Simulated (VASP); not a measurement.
Runs of VASP 6.6.1 on Pb. The structure is that of space group P6_3/mmc (No. 194), or close to it. The cells are those of the table. 

```tsv
cell	gap on the mesh (eV)	pressure (GPa)
a = 3.424, b = 3.424, c = 5.775 Å, angles 90.0, 90.0, 120.0°, 2 atoms	none	(b)
a = 3.528, b = 3.528, c = 5.440 Å, angles 90.0, 90.0, 120.0°, 2 atoms	none	2.9
a = 3.749, b = 3.749, c = 4.817 Å, angles 90.0, 90.0, 120.0°, 2 atoms	none	4.9
a = 3.371, b = 3.371, c = 5.957 Å, angles 90.0, 90.0, 120.0°, 2 atoms	none	3.1
a = 3.578, b = 3.578, c = 5.288 Å, angles 90.0, 90.0, 120.0°, 2 atoms	none	3.3
a = 3.189, b = 3.189, c = 6.658 Å, angles 90.0, 90.0, 120.0°, 2 atoms	none	(a)
```

Alike in all rows: task single point; level r2SCAN; potentials or basis VASP PAW PBE potentials, release 64 (Pb_d); no spin polarisation; k mesh 18 × 18 × 10; cutoff (eV) 520; smearing gaussian 0.15 eV.

**Question.** Estimate the missing entries.

**Answer.** (a) 6.6; (b) 2.8.

Caveats: the PAW data sets were made with another functional, which shifts forces and pressure a little; spin-orbit coupling is left out, which moves the levels of the heavy elements.

A k mesh can miss the band edges, and the runs leave out spin-orbit coupling on Pb.

A gap of «none» marks levels without a gap at the run's occupations.
